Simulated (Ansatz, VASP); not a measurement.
**One calculation of BaS, two programs**

```
Ba S
1.0
     0.00000    3.19375    3.16181
     3.19375    0.00000    3.16181
     3.19375    3.19375    0.00000
Ba S
1 1
Direct
  0.00000 0.00000 0.00000
  0.50000 0.50000 0.50000
```

Change from the starting cell: zz strain of -1 %, crystal datasets.

Alike in both runs: task electric field gradients; functional PBEsol; k mesh 8 × 8 × 8; occupations fermi-dirac, width 0.02 eV; no spin polarisation.

```csv
,VASP,Ansatz
version,VASP 6.6.1,Ansatz 0.2.0
potentials or method,"VASP PAW PBE potentials, release 64 (Ba_sv, S), cutoff 520 eV","all-electron PAW with datasets made for the crystal, scalar-relativistic"
```

Ansatz gave:

- gap on the k mesh at the Fermi level (eV): 2.04
- pressure (GPa): -0.7
- traceless stress, the component that is largest in VASP (GPa): 0.54
- size of Vzz on the site where it differs most (V/Å²): 12.8

Problem. Estimate VASP's values.

Solution. gap on the k mesh at the Fermi level (eV): 1.94; pressure (GPa): -0.1; traceless stress, the component that is largest in VASP (GPa): 0.60; size of Vzz on the site where it differs most (V/Å²): 13.5.

VASP's potentials were made for PBE, not for PBEsol. Ansatz ran all-electron here, and VASP with PAW potentials.

Spin-orbit coupling is off throughout.
